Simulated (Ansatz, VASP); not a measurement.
# One calculation of Ge, two programs

```xyz
2
Lattice="0.0000 2.8358 2.8358 2.8358 0.0000 2.8358 2.8358 2.8358 0.0000" Properties=species:S:1:pos:R:3 pbc="T T T"
Ge    0.0000    0.0000    0.0000
Ge    1.4179    1.4179    1.4179
```

Alike in both runs: functional r2SCAN; k mesh 6 × 6 × 6; occupations tetrahedron; no spin polarisation.

Ansatz relaxed the structure, and its values are those at the end. VASP's run is a single point on that final structure, the one shown.

```csv
,VASP,Ansatz
version,VASP 6.6.1,Ansatz 0.2.0
potentials or method,"VASP PAW PBE potentials, release 64 (Ge_d), cutoff 520 eV",PAW plane waves
valence electrons in the cell,28,28
```

```tsv
	VASP	Ansatz	Ansatz less VASP
gap on the k mesh at the Fermi level (eV)	0.33	0.37	+0.039
pressure (GPa)	0.0	0.0	-0.04
```

VASP's potentials were made for PBE, not for r2SCAN. Ansatz's warnings: band table not solved further, forces under tetrahedra, tetrahedron derivatives may miss energy slope.
